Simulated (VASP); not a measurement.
Runs of VASP 6.6.1 on KF. The structure is that of space group Fmmm (No. 69), or close to it. The cells are those of the table. 

| cell | gap on the mesh (eV) | pressure (GPa) |
| --- | --- | --- |
| a = 4.131, b = 4.226, c = 3.935 Å, angles 60.7, 63.1, 56.2°, 2 atoms | (b) | (c) |
| a = 4.131, b = 4.258, c = 3.970 Å, angles 60.2, 63.4, 56.5°, 2 atoms | 4.98 | (a) |
| a = 4.131, b = 4.194, c = 3.901 Å, angles 61.2, 62.9, 55.9°, 2 atoms | 5.11 | -2.8 |
| a = 4.055, b = 4.119, c = 3.901 Å, angles 60.7, 62.3, 57.0°, 2 atoms | 5.25 | -2.6 |

Alike in all rows: task single point; level PBE; potentials or basis VASP PAW PBE potentials, release 64 (K_sv, F); no spin polarisation; k mesh 8 × 8 × 8; cutoff (eV) 520; smearing gaussian 0.05 eV.

Problem. Fill in the values left out.

Solution. (a) -3.2; (b) 5.04; (c) -3.0.

Caveats: the cell stands under tension (at least some runs).

A k mesh can miss the band edges.
